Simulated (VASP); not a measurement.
# MgO (Fm-3m) in VASP: notebook

Runs on MgO. Level: PBE. Tasks: single point.

Everything below comes from runs of VASP 6.6.1. Logs are shortened: lines on timing, memory, paths and dates and some standing lists are left out, and cuts for length are marked.

## (1) The cell of the first run

The structure is cubic, space group Fm-3m (No. 225). Conventional cell: a = 4.156 Å, b = 4.156 Å, c = 4.156 Å, α = 90.00°, β = 90.00°, γ = 90.00°. Mg (site symmetry m-3m) has 6 O at 2.08 Å within 2.8 Å. O (site symmetry m-3m) has 6 Mg at 2.08 Å within 2.8 Å.

## (2) Single point, PBE

Input file INCAR:

```
SYSTEM = MgO
PREC = Accurate
ENCUT = 600
EDIFF = 1E-6
ISMEAR = 0
SIGMA = 0.1
LREAL = .FALSE.
LASPH = .TRUE.
NELM = 120
ALGO = Normal
ISIF = 2
LWAVE = .FALSE.
LCHARG = .FALSE.
GGA = PE
NBANDS = 11
GGA_COMPAT = .FALSE.
```

Input file KPOINTS:

```
Automatic mesh
0
G
  8 8 8
  0 0 0
```

Input file POSCAR:

```
MgO
1.0
    0.0000000000      2.0781561797      2.0781561797
    2.0781561797      0.0000000000      2.0781561797
    2.0781561797      2.0781561797      0.0000000000
Mg O
1 1
Direct
    0.0000000000      0.0000000000      0.0000000000
    0.5000000000      0.5000000000      0.5000000000
```

Potentials or basis: VASP PAW PBE potentials, release 64 (Mg, O).

Started as:

```bash
$ cat potpaw_PBE.64/Mg/POTCAR potpaw_PBE.64/O/POTCAR > POTCAR
$ mpirun -np 1 vasp_std > vasp.out
```

OUTCAR:

```text
SYSTEM = MgO
   PREC = Accurate
   ENCUT = 600
   EDIFF = 1E-6
   ISMEAR = 0
   LREAL = .FALSE.
   LASPH = .TRUE.
   NELM = 120
   ISIF = 2
   GGA = PE

 ion  position               nearest neighbor table
   1  0.000  0.000  0.000-   2 2.08   2 2.08   2 2.08   2 2.08   2 2.08   2 2.08
   2  0.500  0.500  0.500-   1 2.08   1 2.08   1 2.08   1 2.08   1 2.08   1 2.08

  LATTYP: Found a face centered cubic cell.
 ALAT       =     4.1563123594

  Lattice vectors:

 A1 = (   0.0000000000,   2.0781561797,   2.0781561797)
 A2 = (   2.0781561797,   0.0000000000,   2.0781561797)
 A3 = (   2.0781561797,   2.0781561797,   0.0000000000)

Analysis of symmetry for initial positions (statically):
=====================================================================
 Subroutine PRICEL returns:
 Original cell was already a primitive cell.

 Routine SETGRP: Setting up the symmetry group for a
 face centered cubic supercell.

 Subroutine GETGRP returns: Found 48 space group operations
 (whereof 48 operations were pure point group operations)
 out of a pool of 48 trial point group operations.

The static configuration has the point symmetry O_h .

Analysis of symmetry for dynamics (positions and initial velocities):
=====================================================================
 Subroutine PRICEL returns:
 Original cell was already a primitive cell.

 Routine SETGRP: Setting up the symmetry group for a
 face centered cubic supercell.

 Subroutine GETGRP returns: Found 48 space group operations
 (whereof 48 operations were pure point group operations)
 out of a pool of 48 trial point group operations.

The dynamic configuration has the point symmetry O_h .

 Subroutine INISYM returns: Found 48 space group operations
 (whereof 48 operations are pure point group operations),
 and found     1 'primitive' translations

----------------------------------------------------------------------------------------

                                     Primitive cell

  volume of cell :      17.9500

  direct lattice vectors                    reciprocal lattice vectors
     0.000000000  2.078156180  2.078156180    -0.240597894  0.240597894  0.240597894
     2.078156180  0.000000000  2.078156180     0.240597894 -0.240597894  0.240597894
     2.078156180  2.078156180  0.000000000     0.240597894  0.240597894 -0.240597894

  length of vectors
     2.938956654  2.938956654  2.938956654     0.416727776  0.416727776  0.416727776

  position of ions in fractional coordinates (direct lattice)
     0.000000000  0.000000000  0.000000000
     0.500000000  0.500000000  0.500000000

  ion indices of the primitive-cell ions
   primitive index   ion index
                 1           1
                 2           2

----------------------------------------------------------------------------------------

 KPOINTS: Automatic mesh

Automatic generation of k-mesh.
 Grid dimensions read from file:
 generate k-points for:    8    8    8

 Generating k-lattice:

  Cartesian coordinates                     Fractional coordinates (reciprocal lattice)
    -0.030074737  0.030074737  0.030074737     0.125000000  0.000000000  0.000000000
     0.030074737 -0.030074737  0.030074737     0.000000000  0.125000000  0.000000000
     0.030074737  0.030074737 -0.030074737     0.000000000  0.000000000  0.125000000

  Length of vectors
     0.052090972  0.052090972  0.052090972

  Shift w.r.t. Gamma in fractional coordinates (k-lattice)
     0.000000000  0.000000000  0.000000000

 Subroutine IBZKPT returns following result:
 ===========================================

 Found     29 irreducible k-points:

 Following reciprocal coordinates:
            Coordinates               Weight
  0.000000  0.000000  0.000000      1.000000
  0.125000  0.000000  0.000000      8.000000
  0.250000  0.000000  0.000000      8.000000
  0.375000  0.000000  0.000000      8.000000
  0.500000  0.000000  0.000000      4.000000
  0.125000  0.125000  0.000000      6.000000
[... 16 lines left out ...]
  0.500000  0.250000  0.125000     48.000000
 -0.375000  0.250000  0.125000     24.000000
 [... further k-points ...]
   k-points           NKPTS =     29   k-points in BZ     NKDIM =     29   number of bands    NBANDS=     11
   number of dos      NEDOS =    301   number of ions     NIONS =      2
   total plane-waves  NPLWV =  13824
   dimension x,y,z NGX =    24 NGY =   24 NGZ =   24
   dimension x,y,z NGXF=    48 NGYF=   48 NGZF=   48
   ions per type =               1   1
   NGX,Y,Z   is equivalent  to a cutoff of  13.58, 13.58, 13.58 a.u.
   NGXF,Y,Z  is equivalent  to a cutoff of  27.15, 27.15, 27.15 a.u.
 SYSTEM =  MgO
   PREC   = accura    normal or accurate (medium, high low for compatibility)
   ISTART =      0    job   : 0-new  1-cont  2-samecut
   ICHARG =      2    charge: 1-file 2-atom 10-const
   ISPIN  =      1    spin polarized calculation?
   LNONCOLLINEAR =      F non collinear calculations
   LSORBIT =      F    spin-orbit coupling
   LASPH  =      T    aspherical Exc in radial PAW
   ENCUT  =  600.0 eV  44.10 Ry    6.64 a.u.   5.87  5.87  5.87*2*pi/ulx,y,z
   NELM   =    120;   NELMIN=  2; NELMDL= -5     # of ELM steps
   EDIFF  = 0.1E-05   stopping-criterion for ELM
   LREAL  =      F    real-space projection
   EDIFFG = 0.1E-04   stopping-criterion for IOM
   NSW    =      0    number of steps for IOM
   IBRION =     -1    ionic relax: 0-MD 1-quasi-New 2-CG
   NFREE  =      0    steps in history (QN), initial steepest desc. (CG)
   ISIF   =      2    stress and relaxation
   ISYM   =      2    0-nonsym 1-usesym 2-fastsym
   POTIM  = 0.5000    time-step for ionic-motion
   TEBEG  =    0.0;   TEEND  =   0.0 temperature during run
   PSTRESS=    0.0 pullay stress
   NELECT =       8.0000    total number of electrons
   NUPDOWN=      -1.0000    fix difference up-down
   EMIN   =  10.00;   EMAX   =-10.00  energy-range for DOS
   EFERMI =   0.00;   METHOD = LEGACY
   ISMEAR =     0;   SIGMA  =   0.10  broadening in eV -4-tet -1-fermi 0-gaus
   EFERMI_NEDOS =   21; number of points for ismear=-14 and -15
   IALGO  =     38    algorithm
   IMIX   =      4    mixing-type and parameters
     AMIX     =   0.40;   BMIX     =  1.00
     AMIX_MAG =   1.60;   BMIX_MAG =  1.00
  volume/ion in A,a.u.               =       8.98        60.57
  Fermi-wavevector in a.u.,A,eV,Ry     =   1.250499  2.363100 21.276076  1.563747
  Thomas-Fermi vector in A             =   2.384490
   LORBIT       =      0    0 simple, 1 ext, 2 COOP (PROOUT), +10 PAW based schemes
   GGA     = PE    functional components
   LHFCALC =     F    Hartree Fock is set to
   AEXX    =    0.0000 exact exchange contribution
   IVDW    =     0    specifies the selected vdW correction
   LEPSILON=     F    determine dielectric tensor
   LRPA    =     F    only Hartree local field effects (RPA)
 non-spin polarized calculation
 Gauss-broadening in eV      SIGMA  =   0.10
  energy-cutoff  :      600.00
  volume of cell :       17.95
 maximum number of plane-waves:       610
   NGX = 11   NGY = 11   NGZ = 11

 number of electron       8.0000000 magnetization

 Free energy of the ion-electron system (eV)
  ---------------------------------------------------
  ext. energy  EPLUGINS =         0.00000000
  ---------------------------------------------------
  free energy    TOTEN  =       -11.87398708 eV

  energy without entropy =      -11.87398708  energy(sigma->0) =      -11.87398708

 E-fermi :   3.9812     XC(G=0): -11.2692

 val. band max:        3.4913872864   @ k =   0.0000   0.0000   0.0000
 cond. band min:       8.6184790289   @ k =   0.0000   0.0000   0.0000
 fundamental gap:      5.1270917424
 Fermi energy:         3.9811554037

 k-point     1 :       0.0000    0.0000    0.0000
  band No.  band energies     occupation
      1     -13.9809      2.00000
      2       3.4914      2.00000
      3       3.4914      2.00000
      4       3.4914      2.00000
      5       8.6185      0.00000
      6      19.5200      0.00000
      7      19.5200      0.00000
      8      19.5200      0.00000
      9      23.5424      0.00000
     10      25.3650      0.00000
     11      25.3650      0.00000

 k-point     2 :       0.1250    0.0000    0.0000
  band No.  band energies     occupation
      1     -13.8061      2.00000
      2       2.5229      2.00000
      3       3.3810      2.00000
      4       3.3810      2.00000
      5       9.5273      0.00000
      6      17.8277      0.00000
      7      19.9032      0.00000
      8      19.9032      0.00000
      9      24.4633      0.00000
     10      24.4633      0.00000
     11      25.8374      0.00000

 k-point     3 :       0.2500    0.0000    0.0000
  band No.  band energies     occupation
      1     -13.3503      2.00000
      2       0.7566      2.00000
      3       3.1266      2.00000
      4       3.1266      2.00000
      5      10.9544      0.00000
      6      16.3262      0.00000
      7      20.4789      0.00000
      8      20.4789      0.00000
      9      24.0730      0.00000
     10      24.0730      0.00000
     11      26.1560      0.00000

 k-point     4 :       0.3750    0.0000    0.0000
  band No.  band energies     occupation
      1     -12.8324      2.00000
      2      -0.7214      2.00000
      3       2.8876      2.00000
      4       2.8876      2.00000
      5      11.5898      0.00000
      6      16.2622      0.00000
      7      20.3743      0.00000
      8      20.3743      0.00000
      9      25.3349      0.00000
     10      25.4076      0.00000
     11      25.4076      0.00000
[... 239 lines left out ...]
 k-point    22 :       0.3750    0.2500    0.1250
  band No.  band energies     occupation
      1     -13.0236      2.00000
      2       0.3811      2.00000
      3       2.2851      2.00000
      4       2.8400      2.00000
      5      12.3952      0.00000
      6      15.1471      0.00000
      7      19.0302      0.00000
      8      21.5150      0.00000
      9      21.9825      0.00000
     10      26.4110      0.00000
     11      30.0169      0.00000

 k-point    23 :       0.5000    0.2500    0.1250
  band No.  band energies     occupation
      1     -12.6156      2.00000
      2      -0.3513      2.00000
      3       1.6836      2.00000
      4       2.5750      2.00000
      5      13.3301      0.00000
      6      15.4314      0.00000
      7      17.8663      0.00000
      8      21.1332      0.00000
      9      23.6231      0.00000
     10      26.4284      0.00000
     11      30.1880      0.00000

 k-point    24 :      -0.3750    0.2500    0.1250
  band No.  band energies     occupation
      1     -12.4333      2.00000
      2      -0.6660      2.00000
      3       1.4673      2.00000
      4       2.4508      2.00000
      5      13.4519      0.00000
      6      16.0731      0.00000
      7      17.4254      0.00000
      8      20.8890      0.00000
      9      24.4988      0.00000
     10      26.1147      0.00000
     11      30.3073      0.00000

 [... further k-points ...]

------------------------ aborting loop because EDIFF is reached ----------------------------------------

  FORCE on cell =-STRESS in cart. coord.  units (eV):
  Direction    XX          YY          ZZ          XY          YZ          ZX
  --------------------------------------------------------------------------------------
  -------------------------------------------------------------------------------------
  Total        1.2302658      1.2302658      1.2302658      0.0000000      0.0000000     -0.0000000
  in kB      109.8107856    109.8107856    109.8107856      0.0000000      0.0000000     -0.0000000
  external PRESSURE =     109.8107856 kB  Pullay stress =       0.0000000 kB

 VOLUME and BASIS-vectors are now :
 -----------------------------------------------------------------------------
  energy-cutoff  :      600.00
  volume of cell :       17.95
      direct lattice vectors                 reciprocal lattice vectors
     0.000000000  2.078156180  2.078156180    -0.240597894  0.240597894  0.240597894
     2.078156180  0.000000000  2.078156180     0.240597894 -0.240597894  0.240597894
     2.078156180  2.078156180  0.000000000     0.240597894  0.240597894 -0.240597894

 POSITION                                       TOTAL-FORCE (eV/Angst)
 -----------------------------------------------------------------------------------
      0.00000      0.00000      0.00000         0.000000      0.000000      0.000000
      2.07816      2.07816      2.07816         0.000000      0.000000      0.000000
 -----------------------------------------------------------------------------------
    total drift:                               -0.000000     -0.000000      0.000000

  FREE ENERGIE OF THE ION-ELECTRON SYSTEM (eV)
  ---------------------------------------------------
  free  energy   TOTEN  =       -11.8739870751 eV

  energy  without entropy=      -11.8739870751  energy(sigma->0) =      -11.87398708
```

It took 9.5 s on 1 thread of Intel Xeon 8259CL, shared host; peak memory 0.14 GiB.

Results:

```yaml
Free_energy: -11.8740 eV
Pressure: 11.0 GPa
Band_gap_on_the_k_mesh: 5.13 eV
```

Levels at points of the mesh, in eV from the valence-band top:
| k point | band 1 | band 2 | band 3 | band 4 | band 5 | band 6 | band 7 | band 8 | band 9 |
| --- | --- | --- | --- | --- | --- | --- | --- | --- | --- |
| (0.00, 0.00, 0.00) | -17.47 | 0.00 | 0.00 | 0.00 | 5.13 | 16.03 | 16.03 | 16.03 | 20.05 |
| (0.50, 0.00, 0.00) | -16.09 | -4.79 | -0.70 | -0.70 | 8.16 | 13.07 | 16.73 | 16.73 | 21.51 |
| (0.50, 0.50, 0.00) | -15.81 | -4.25 | -1.40 | -1.40 | 9.17 | 10.42 | 13.53 | 19.59 | 19.59 |

Caveat: the cell stands under pressure.

## (3) Single point, PBE

Input file INCAR:

```
PREC     = Accurate       # precision mode
ENCUT    = 600            # plane-wave cutoff, eV
EDIFF    = 1E-6           # SCF threshold, eV
ISMEAR   = 0              # smearing method
SIGMA    = 0.01           # smearing width, eV
LREAL    = False          # projectors in reciprocal space
LASPH    = True           # aspherical terms in the spheres
NELM     = 120            # most SCF steps
ALGO     = Normal         # electronic algorithm
ISIF     = 2              # what is computed and relaxed
LWAVE    = False          # write WAVECAR
LCHARG   = True           # write CHGCAR
GGA      = PE             # functional
LELF     = True           # ELF
LVHAR    = True         
NBANDS   = 11             # bands
GGA_COMPAT= False
```

Input file KPOINTS:

```
Automatic mesh
0
Gamma
  10 10 10
```

Input file POSCAR:

```
MgO
1.0
    0.0000000000      2.0780128859      2.0780128859
    2.0780128859      0.0000000000      2.0780128859
    2.0780128859      2.0780128859      0.0000000000
Mg O
1 1
Direct
    0.0000000000      0.0000000000      0.0000000000
    0.5000000000      0.5000000000      0.5000000000
```

Potentials or basis: VASP PAW PBE potentials, release 64 (Mg, O).

Started as:

```bash
$ cat potpaw_PBE.64/Mg/POTCAR potpaw_PBE.64/O/POTCAR > POTCAR
$ mpirun -np 1 vasp_std > vasp.out
```

It took 14 s on 1 thread of Intel Xeon 8259CL, shared host; peak memory 0.15 GiB.

Results (log left out):

- Free energy: -11.8737 eV
- Pressure: 11.0 GPa
- Band gap on the k mesh: 5.13 eV

Levels at points of the mesh, in eV from the valence-band top:
```
           k point  band 1  band 2  band 3  band 4  band 5  band 6  band 7  band 8
(0.00, 0.00, 0.00)  -17.47    0.00    0.00    0.00    5.13   16.03   16.03   16.03
(0.50, 0.00, 0.00)  -16.09   -4.80   -0.70   -0.70    8.16   13.07   16.73   16.73
(0.50, 0.50, 0.00)  -15.81   -4.25   -1.40   -1.40    9.17   10.42   13.53   19.60
```

Caveat: the cell stands under pressure.
